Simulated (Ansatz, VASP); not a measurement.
# Two plane-wave programs on MoS2

```xyz
3
Lattice="1.5671 0.9681 5.9550 -1.5671 0.9681 5.9550 0.0000 -1.9362 5.9550" Properties=species:S:1:pos:R:3 pbc="T T T"
Mo    0.0000    0.0000    0.0000
S     0.0000   -0.1445   13.5125
S     0.0000    0.1444    4.3524
```

Change from the starting cell: mode 7 frozen in at -0.135 Å, normal strain along y +0.0700.

Alike in both runs: task single point; functional PBE; dispersion D3(BJ); k mesh 15 × 15 × 15; occupations gaussian, width 0.15 eV; no spin polarisation.

```csv
,VASP,Ansatz
version,VASP 6.6.1,Ansatz 0.2.0
potentials or method,"VASP PAW PBE potentials, release 64 (Mo_sv, S), cutoff 520 eV","scalar-relativistic, plane waves, PAW"
valence electrons in the cell,26,26
```

|  | VASP | Ansatz | Ansatz less VASP |
| --- | --- | --- | --- |
| gap on the k mesh at the Fermi level (eV) | none | none | - |
| pressure (GPa) | -5.8 | -5.7 | +0.10 |
| traceless stress, the component that is largest in VASP (GPa) | -9.63 | -9.64 | -0.002 |
| rms of the force components (eV/Å) | 0.526 | 0.524 | -0.0018 |

Atom by atom the forces differ by 0.005 eV/Å (rms over components). A gap of «none» marks a metal or a gap that the smearing closes.
